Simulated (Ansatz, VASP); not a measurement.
## BaIn3P3 in VASP and in Ansatz

```
CELL_PARAMETERS angstrom
6.05445 0.00000 0.00000
0.00000 6.05445 0.00000
0.00000 0.00000 6.05445
ATOMIC_POSITIONS crystal
Ba 0.50000 0.50000 0.50000
In 0.50000 0.50000 0.00000
In 0.00000 0.50000 0.50000
In 0.50000 0.00000 0.50000
P 0.50000 0.00000 0.00000
P 0.00000 0.50000 0.00000
P 0.00000 0.00000 0.50000
```

Change from the starting cell: species swapped into the La3GaBr3 type (Pm-3m, No. 221).

Alike in both runs: functional PBE; k mesh 6 × 6 × 6; occupations gaussian, width 0.1 eV; no spin polarisation.

Ansatz relaxed the structure, and its values are those at the end. VASP's run is a single point on that final structure, the one shown.

|  | VASP | Ansatz |
| --- | --- | --- |
| version | VASP 6.6.1 | Ansatz 0.2.0 |
| potentials or method | VASP PAW PBE potentials, release 64 (Ba_sv, In_d, P), cutoff 520 eV | scalar-relativistic, plane waves, PAW |
| valence electrons in the cell | 64 | 64 |

|  | VASP | Ansatz | Ansatz less VASP |
| --- | --- | --- | --- |
| gap on the k mesh at the Fermi level (eV) | none | none | - |
| pressure (GPa) | 0.2 | 0.0 | -0.15 |

A gap of «none» marks a metal or a gap that the smearing closes. With one functional, cell and mesh, what is left measures potentials, basis and numerics.

Spin-orbit coupling is off throughout.
